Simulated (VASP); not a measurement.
A run of VASP 6.6.1 is set up as follows.

File INCAR:

```
SYSTEM = TiSi2
  ALGO = Normal
  EDIFF = 1E-6
  ENCUT = 520
  GGA = PE
  ISIF = 2
  ISMEAR = -1
  LASPH = .TRUE.
  LCHARG = .TRUE.
  LELF = .TRUE.
  LREAL = .FALSE.
  LVHAR = .TRUE.
  LWAVE = .FALSE.
  NBANDS = 29
  NELM = 60
  PREC = Accurate
  SIGMA = 0.05
```

KPOINTS

```
k-points
0
G
  8 8 8
  0 0 0
```

File POSCAR:

```
TiSi2
1.0
    1.7412493300     -6.6679286942      0.0000000000
    1.7412493300      6.6679286942      0.0000000000
    0.0000000000      0.0000000000      3.5169900368
Ti Si
2 4
Direct
    0.1031180800      0.8968819200      0.2500000000
    0.8968819200      0.1031180800      0.7500000000
    0.7503148200      0.2496851800      0.2500000000
    0.2496851800      0.7503148200      0.7500000000
    0.4417485500      0.5582514500      0.2500000000
    0.5582514500      0.4417485500      0.7500000000
```

Potentials or basis: VASP PAW PBE potentials, release 64 (Ti_sv, Si).

The run is started by

```console
$ cat potpaw_PBE.64/Ti_sv/POTCAR potpaw_PBE.64/Si/POTCAR > POTCAR
$ mpirun -np 1 vasp_std > vasp.out
```

Task: Predict the pressure.

Result: 8.3 GPa.

Task: Estimate the largest force.

Result: 0.335 eV/Å.

Task: What does it give for the band gap on the k mesh?

Result: Zero (band 20 reaches 11.55 eV, above the bottom of band 21 at 10.50 eV).

Stress tensor (GPa, compression positive):
```
8.28 0.00 0.00
0.00 7.09 0.00
0.00 0.00 9.52
```
